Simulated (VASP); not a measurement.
# BP in VASP: notebook, part 3 of 3

VASP 6.6.1. Earlier steps stand in the parts before.

## 5. Electric field gradients, PBE (z stretched by +3 % at fixed volume)

The input, INCAR:

```
SYSTEM = BP
PREC = Accurate
ENCUT = 520
EDIFF = 1E-8
ISMEAR = -1
SIGMA = 0.08
LREAL = .FALSE.
LASPH = .TRUE.
NELM = 60
ALGO = Normal
ISIF = 2
LWAVE = .FALSE.
LCHARG = .FALSE.
GGA = PE
LEFG = .TRUE.
NBANDS = 11
```

The input, KPOINTS:

```
Automatic mesh
0
G
  12 12 12
  0 0 0
```

The input, POSCAR:

```
BP
1.0
    0.0000000000      2.2357121322      2.3370700000
    2.2357121322      0.0000000000      2.3370700000
    2.2357121322      2.2357121322      0.0000000000
B P
1 1
Direct
    0.0000000000      0.0000000000      0.0000000000
    0.7500000000      0.7500000000      0.7500000000
```

Potentials or basis: VASP PAW PBE potentials, release 64 (B, P).

On the command line:

```sh
$ cat potpaw_PBE.64/B/POTCAR potpaw_PBE.64/P/POTCAR > POTCAR
$ mpirun -np 1 vasp_std > vasp.out
```

OUTCAR:

```text
SYSTEM = BP
   PREC = Accurate
   ENCUT = 520
   EDIFF = 1E-8
   ISMEAR = -1
   LREAL = .FALSE.
   LASPH = .TRUE.
   NELM = 60
   ISIF = 2
   GGA = PE

 ion  position               nearest neighbor table
   1  0.000  0.000  0.000-   2 1.97   2 1.97   2 1.97   2 1.97
   2  0.750  0.750  0.750-   1 1.97   1 1.97   1 1.97   1 1.97

  LATTYP: Found a body centered tetragonal cell.
 ALAT       =     3.1617744189
 C/A-ratio  =     1.4783281097

  Lattice vectors:

 A1 = (  -2.2357121322,   0.0000000000,   2.3370700000)
 A2 = (   2.2357121322,   0.0000000000,   2.3370700000)
 A3 = (   0.0000000000,   2.2357121322,  -2.3370700000)

Analysis of symmetry for initial positions (statically):
=====================================================================
 Subroutine PRICEL returns:
 Original cell was already a primitive cell.

 Routine SETGRP: Setting up the symmetry group for a
 body centered tetragonal supercell.

 Subroutine GETGRP returns: Found  8 space group operations
 (whereof  8 operations were pure point group operations)
 out of a pool of 16 trial point group operations.

The static configuration has the point symmetry D_2d.

Analysis of symmetry for dynamics (positions and initial velocities):
=====================================================================
 Subroutine PRICEL returns:
 Original cell was already a primitive cell.

 Routine SETGRP: Setting up the symmetry group for a
 body centered tetragonal supercell.

 Subroutine GETGRP returns: Found  8 space group operations
 (whereof  8 operations were pure point group operations)
 out of a pool of 16 trial point group operations.

The dynamic configuration has the point symmetry D_2d.

 Subroutine INISYM returns: Found  8 space group operations
 (whereof  8 operations are pure point group operations),
 and found     1 'primitive' translations

----------------------------------------------------------------------------------------

                                     Primitive cell

  volume of cell :      23.3633

  direct lattice vectors                    reciprocal lattice vectors
     0.000000000  2.235712132  2.337070000    -0.223642388  0.223642388  0.213943100
     2.235712132  0.000000000  2.337070000     0.223642388 -0.223642388  0.213943100
     2.235712132  2.235712132  0.000000000     0.223642388  0.223642388 -0.213943100

  length of vectors
     3.234239466  3.234239466  3.161774419     0.381842226  0.381842226  0.381842226

  position of ions in fractional coordinates (direct lattice)
     0.000000000  0.000000000  0.000000000
     0.750000000  0.750000000  0.750000000

  ion indices of the primitive-cell ions
   primitive index   ion index
                 1           1
                 2           2

----------------------------------------------------------------------------------------

 KPOINTS: Automatic mesh

Automatic generation of k-mesh.
 Grid dimensions read from file:
 generate k-points for:   12   12   12

[... 73 lines left out ...]
   PSTRESS=    0.0 pullay stress
   NELECT =       8.0000    total number of electrons
   NUPDOWN=      -1.0000    fix difference up-down
   EMIN   =  10.00;   EMAX   =-10.00  energy-range for DOS
   EFERMI =   0.00;   METHOD = LEGACY
   ISMEAR =    -1;   SIGMA  =   0.08  broadening in eV -4-tet -1-fermi 0-gaus
   EFERMI_NEDOS =   21; number of points for ismear=-14 and -15
   IALGO  =     38    algorithm
   IMIX   =      4    mixing-type and parameters
     AMIX     =   0.40;   BMIX     =  1.00
     AMIX_MAG =   1.60;   BMIX_MAG =  1.00
  volume/ion in A,a.u.               =      11.68        78.83
  Fermi-wavevector in a.u.,A,eV,Ry     =   1.145320  2.164342 17.847562  1.311759
  Thomas-Fermi vector in A             =   2.282009
   LORBIT       =      0    0 simple, 1 ext, 2 COOP (PROOUT), +10 PAW based schemes
   GGA     = PE    functional components
   LHFCALC =     F    Hartree Fock is set to
   AEXX    =    0.0000 exact exchange contribution
   IVDW    =     0    specifies the selected vdW correction
   LEPSILON=     F    determine dielectric tensor
   LRPA    =     F    only Hartree local field effects (RPA)
 non-spin polarized calculation
  energy-cutoff  :      520.00
  volume of cell :       23.36
 maximum number of plane-waves:       652
   NGX = 13   NGY = 13   NGZ = 11

 number of electron       8.0000001 magnetization

 Free energy of the ion-electron system (eV)
  ---------------------------------------------------
  ext. energy  EPLUGINS =         0.00000000
  ---------------------------------------------------
  free energy    TOTEN  =       -12.90411802 eV

  energy without entropy =      -12.90409634  energy(sigma->0) =      -12.90410718

 E-fermi :   8.0208     XC(G=0): -10.9096

 val. band max:        7.5894608483   @ k =   0.0000   0.0000   0.0000
 cond. band min:       8.4912183022   @ k =   0.4167   0.0000   0.4167
 fundamental gap:      0.9017574539
 Fermi energy:         8.0208238995

 k-point     1 :       0.0000    0.0000    0.0000
  band No.  band energies     occupation
      1      -8.0254      2.00000
      2       7.1319      1.99997
      3       7.5895      1.99094
      4       7.5895      1.99094
      5      10.7659      0.00000
      6      10.7659      0.00000
      7      11.0104      0.00000
      8      14.7717      0.00000
      9      18.8862      0.00000
     10      19.0074      0.00000
     11      20.1561      0.00000
[... 309 lines left out ...]
 k-point    24 :      -0.4167    0.1667    0.0000
  band No.  band energies     occupation
      1      -4.3624      2.00000
      2      -1.1870      2.00000
      3       3.2297      2.00000
      4       5.4365      2.00000
      5      11.3286      0.00000
      6      13.4307      0.00000
      7      13.7103      0.00000
      8      17.9516      0.00000
      9      19.6244      0.00000
     10      20.1701      0.00000
     11      23.3202      0.00000

 [... further k-points ...]
[... 5 lines left out ...]
  --------------------------------------------------------------------------------------
  -------------------------------------------------------------------------------------
  Total        0.7392697      0.7392697     -1.0974858      0.0000000      0.0000000      0.0000000
  in kB       50.6967346     50.6967346    -75.2620409      0.0000000      0.0000000      0.0000000
  external PRESSURE =       8.7104761 kB  Pullay stress =       0.0000000 kB

 VOLUME and BASIS-vectors are now :
 -----------------------------------------------------------------------------
  energy-cutoff  :      520.00
  volume of cell :       23.36
      direct lattice vectors                 reciprocal lattice vectors
     0.000000000  2.235712132  2.337070000    -0.223642388  0.223642388  0.213943100
     2.235712132  0.000000000  2.337070000     0.223642388 -0.223642388  0.213943100
     2.235712132  2.235712132  0.000000000     0.223642388  0.223642388 -0.213943100

 POSITION                                       TOTAL-FORCE (eV/Angst)
 -----------------------------------------------------------------------------------
      0.00000      0.00000      0.00000        -0.000000     -0.000000      0.000000
      3.35357      3.35357      3.50561         0.000000      0.000000      0.000000
 -----------------------------------------------------------------------------------
    total drift:                               -0.000000     -0.000000     -0.000000

  FREE ENERGIE OF THE ION-ELECTRON SYSTEM (eV)
  ---------------------------------------------------
  free  energy   TOTEN  =       -12.9041180223 eV

  energy  without entropy=      -12.9040963391  energy(sigma->0) =      -12.90410718

 Electric field gradients (V/A^2)
---------------------------------------------------------------------
 ion       V_xx      V_yy      V_zz      V_xy      V_xz      V_yz
---------------------------------------------------------------------
   1      -0.159    -0.159     0.318     0.000     0.000     0.000
   2      -1.196    -1.196     2.393    -0.000     0.000     0.000
---------------------------------------------------------------------

 Electric field gradients after diagonalization (V/A^2)
 (convention: |V_zz| > |V_xx| > |V_yy|)
----------------------------------------------------------------------
 ion       V_xx      V_yy      V_zz     asymmetry (V_yy - V_xx)/ V_zz
----------------------------------------------------------------------
   1      -0.159    -0.159     0.318       0.000
   2      -1.197    -1.196     2.393       0.000
----------------------------------------------------------------------

           NMR quadrupolar parameters

 Cq : quadrupolar parameter    Cq=e*Q*V_zz/h
 eta: asymmetry parameters     (V_yy - V_xx)/ V_zz
 Q  : nuclear electric quadrupole moment in mb (millibarn)
----------------------------------------------------------------------
 ion       Cq(MHz)       eta       Q (mb)
----------------------------------------------------------------------
   1       0.001       0.000       1.000
   2       0.006       0.000       1.000
----------------------------------------------------------------------
```

OSZICAR:

```text
N       E                     dE             d eps       ncg     rms          rms(c)
DAV:   1     0.903399855644E+01    0.90340E+01   -0.40119E+03  3586   0.658E+02
DAV:   2    -0.130034995372E+02   -0.22037E+02   -0.21101E+02  4896   0.109E+02
DAV:   3    -0.136061483022E+02   -0.60265E+00   -0.60139E+00  4531   0.157E+01
DAV:   4    -0.136083928634E+02   -0.22446E-02   -0.22443E-02  4161   0.114E+00
DAV:   5    -0.136084042776E+02   -0.11414E-04   -0.11414E-04  4409   0.804E-02    0.720E+00
DAV:   6    -0.130015905960E+02    0.60681E+00   -0.13899E+00  4087   0.509E+00    0.388E+00
DAV:   7    -0.129114442268E+02    0.90146E-01   -0.23046E-01  4498   0.239E+00    0.133E+00
DAV:   8    -0.129035948169E+02    0.78494E-02   -0.26613E-02  4184   0.930E-01    0.194E-01
DAV:   9    -0.129039134337E+02   -0.31862E-03   -0.71361E-04  4230   0.180E-01    0.123E-01
DAV:  10    -0.129041069684E+02   -0.19353E-03   -0.24764E-04  4061   0.989E-02    0.285E-02
DAV:  11    -0.129041170875E+02   -0.10119E-04   -0.10838E-05  4566   0.218E-02    0.331E-02
DAV:  12    -0.129041180903E+02   -0.10028E-05   -0.46201E-06  4066   0.105E-02    0.140E-02
DAV:  13    -0.129041179656E+02    0.12469E-06   -0.12657E-07  4375   0.232E-03    0.599E-03
DAV:  14    -0.129041180312E+02   -0.65564E-07   -0.37250E-08  4185   0.103E-03    0.365E-04
DAV:  15    -0.129041180223E+02    0.88871E-08   -0.24226E-09  2171   0.317E-04
   1 F= -.12904118E+02 E0= -.12904107E+02  d E =-.216832E-04
```

Run time: 44 s. Hardware: 1 thread of Intel Xeon 8259CL, shared host; peak memory 0.17 GiB.

What came out:

| Quantity | Value |
| --- | --- |
| Free energy | -12.9041 eV |
| Pressure | 0.9 GPa |
| Band gap on the k mesh | 0.90 eV, indirect (least direct gap 3.18 eV) |

Stress tensor (GPa, compression positive):
```
 5.07  0.00  0.00
 0.00  5.07  0.00
 0.00  0.00 -7.53
```

Electric field gradients, principal values (V/Å²):
| atom | least | middle | greatest (by size) |
| --- | --- | --- | --- |
| 1 B | -0.159 | -0.159 | 0.318 |
| 2 P | -1.196 | -1.197 | 2.393 |

Caveat: without QUAD_EFG the Cq values of the log hold for a quadrupole moment of 1 mb, not for the nuclei.

## 6. Electric field gradients, PBE

The input, INCAR:

```
SYSTEM = BP
PREC     = Accurate       ! precision mode
ENCUT    = 520            ! plane-wave cutoff, eV
EDIFF    = 1E-8           ! SCF threshold, eV
ISMEAR   = -1             ! smearing method
SIGMA    = 0.08           ! smearing width, eV
LREAL    = .False.        ! projectors in reciprocal space
LASPH    = .True.         ! aspherical terms in the spheres
NELM     = 60             ! most SCF steps
ALGO     = Normal         ! electronic algorithm
ISIF     = 2              ! what is computed and relaxed
LWAVE    = .False.        ! write WAVECAR
LCHARG   = .False.        ! write CHGCAR
GGA      = PE             ! functional
LEFG     = .True.       
NBANDS   = 11             ! bands
```

The input, KPOINTS:

```
Automatic mesh
0
Gamma
  17 17 17
  0 0 0
```

The input, POSCAR:

```
BP
1.0
    0.0000000000      2.2690000000      2.2690000000
    2.2690000000      0.0000000000      2.2690000000
    2.2690000000      2.2690000000      0.0000000000
B P
1 1
Direct
    0.0000000000      0.0000000000      0.0000000000
    0.7500000000      0.7500000000      0.7500000000
```

Potentials or basis: VASP PAW PBE potentials, release 64 (B, P).

On the command line:

```sh
$ cat potpaw_PBE.64/B/POTCAR potpaw_PBE.64/P/POTCAR > POTCAR
$ mpirun -np 1 vasp_std > vasp.out
```

OUTCAR:

```text
SYSTEM = BP
   PREC = Accurate
   ENCUT = 520
   EDIFF = 1E-8
   ISMEAR = -1
   LREAL = .False.
   LASPH = .True.
   NELM = 60
   ISIF = 2
   GGA = PE

 ion  position               nearest neighbor table
   1  0.000  0.000  0.000-   2 1.97   2 1.97   2 1.97   2 1.97
   2  0.750  0.750  0.750-   1 1.97   1 1.97   1 1.97   1 1.97

  LATTYP: Found a face centered cubic cell.
 ALAT       =     4.5380000000

  Lattice vectors:

 A1 = (   0.0000000000,   2.2690000000,   2.2690000000)
 A2 = (   2.2690000000,   0.0000000000,   2.2690000000)
[... 547 lines left out ...]
  ---------------------------------------------------
  free  energy   TOTEN  =       -12.9307974463 eV

  energy  without entropy=      -12.9307932833  energy(sigma->0) =      -12.93079536

 Electric field gradients (V/A^2)
---------------------------------------------------------------------
 ion       V_xx      V_yy      V_zz      V_xy      V_xz      V_yz
---------------------------------------------------------------------
   1       0.000     0.000    -0.000     0.000     0.000     0.000
   2       0.000    -0.000    -0.000    -0.000    -0.000    -0.000
---------------------------------------------------------------------

 Electric field gradients after diagonalization (V/A^2)
 (convention: |V_zz| > |V_xx| > |V_yy|)
----------------------------------------------------------------------
 ion       V_xx      V_yy      V_zz     asymmetry (V_yy - V_xx)/ V_zz
----------------------------------------------------------------------
   1      -0.000    -0.000     0.000       0.000
   2       0.000     0.000    -0.000       0.000
----------------------------------------------------------------------

           NMR quadrupolar parameters

 Cq : quadrupolar parameter    Cq=e*Q*V_zz/h
 eta: asymmetry parameters     (V_yy - V_xx)/ V_zz
 Q  : nuclear electric quadrupole moment in mb (millibarn)
----------------------------------------------------------------------
 ion       Cq(MHz)       eta       Q (mb)
----------------------------------------------------------------------
   1       0.000       0.000       1.000
   2      -0.000       0.000       1.000
----------------------------------------------------------------------
```

It took 42 s on 1 thread of Intel Xeon 8259CL, shared host; peak memory 0.16 GiB.

Results:

```yaml
Free_energy: -12.9308 eV
Pressure: 0.9 GPa
Band_gap_on_the_k_mesh: 1.24 eV, indirect (least direct gap 3.40 eV)
```

Caveat: without QUAD_EFG the Cq values of the log hold for a quadrupole moment of 1 mb, not for the nuclei.

## 7. Overview

```tsv
cell	k mesh	gap on the mesh (eV)	pressure (GPa)
a = 3.209 Å, angles 60.0°, 2 atoms	6 × 6 × 6	1.33	1.0
a = 3.209 Å, angles 60.0°, 2 atoms	9 × 9 × 9	1.26	0.9
a = 3.145, b = 3.145, c = 3.080 Å, angles 60.7, 60.7, 58.6°, 2 atoms	12 × 12 × 12	0.80	16.6
a = 3.234, b = 3.234, c = 3.162 Å, angles 60.7, 60.7, 58.5°, 2 atoms	12 × 12 × 12	0.90	0.9
a = 3.209 Å, angles 60.0°, 2 atoms	17 × 17 × 17	1.24	0.9
```

Alike in all rows: task electric field gradients; level PBE; potentials or basis VASP PAW PBE potentials, release 64 (B, P); no spin polarisation; cutoff (eV) 520; smearing fermi-dirac 0.08 eV.

On the cell as given the gap runs from 1.24 eV (PBE) to 1.33 eV (PBE); the meshes differ, which moves gaps too.

Total energies depend on the potentials used, so only differences within one code and one set of settings carry meaning.
